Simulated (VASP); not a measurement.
P: single point with PBEsol+D3(BJ)

P:

```
P
1.0
     1.89618    0.00000    0.00000
     0.00000    1.89618    0.00000
     0.00000    0.00000    1.89618
P
1
Cartesian
  0.0000 0.0000 0.0000
```

This isn't the form of P at room conditions, which is orthorhombic.

```
Program                : VASP 6.6.1
Task                   : single point
Functional             : PBEsol
Dispersion             : D3(BJ)
Potentials or basis    : VASP PAW PBE potentials, release 64 (P)
Cutoff                 : 500 eV
k mesh                 : 20 × 20 × 20
Occupations            : gaussian, width 0.1 eV
Spin                   : no spin polarisation
Dipole correction      : no
Further INCAR settings : ALGO = Normal; EDIFF = 1e-06; NBANDS = 8
```

The pressure is 404.0 GPa and the band gap on the k mesh is zero (an odd number of electrons rules out a gap without spin polarisation). The dispersion energy per atom is -0.843 eV.

Levels at points of the mesh, in eV from the Fermi level:
```
           k point  band 1  band 2  band 3  band 4  band 5  band 6
(0.00, 0.00, 0.00)  -25.90    6.05    6.05   11.45   11.45   11.45
(0.50, 0.00, 0.00)  -16.42  -16.31   10.92   19.15   19.15   19.30
(0.50, 0.50, 0.00)   -8.82   -8.82   -5.50   -4.81   24.22   24.22
(0.50, 0.50, 0.50)   -1.51   -1.51   -1.51    1.80    1.80    1.80
```

Run time: 6.8 s on 1 thread of AMD EPYC 7R13 Processor (Zen 3), on a shared host, peak memory 0.09 GiB.

Caveat: the cell stands under pressure; the PAW data sets were made with another functional, which shifts forces and pressure a little; an odd number of electrons without spin polarisation forces a metal; a magnetic or distorted state may lie lower.
